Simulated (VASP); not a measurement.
H: single point with PBE

The system is H.

```
CELL_PARAMETERS angstrom
-1.85594 1.85594 2.28433
1.85594 -1.85594 2.28433
1.85594 1.85594 -2.28433
ATOMIC_POSITIONS crystal
H 0.08215 0.08215 0.00000
H 0.91785 0.91785 0.00000
```

```
Program             : VASP 6.6.1
Task                : single point
Functional          : PBE
Potentials or basis : VASP PAW PBE potentials, release 64 (H)
Cutoff              : 520 eV
k mesh              : 11 × 11 × 11
Occupations         : fermi-dirac, width 0.05 eV
Spin                : no spin polarisation
```

- Pressure: -0.2 GPa
- Largest force: 0.009 eV/Å
- Band gap on the k mesh: 9.34 eV, indirect (least direct gap 9.83 eV)

Forces in eV/Å, atoms in the order of the input:
```
H    0.000  0.000 -0.009
H    0.000  0.000  0.009
```

Levels at points of the mesh, in eV from the valence-band top:
```
           k point  band 1  band 2  band 3  band 4  band 5
(0.00, 0.00, 0.00)   -1.40   12.14   15.71   21.08   21.08
```

Run time: 25 s on 1 thread of Intel(R) Xeon(R) Platinum 8259CL CPU @ 2.50GHz (Skylake/Cascade Lake), on a shared host, peak memory 0.16 GiB.

A k mesh can miss the band edges. Expect the measured gap to be larger: semilocal functionals such as PBE lack the derivative discontinuity.
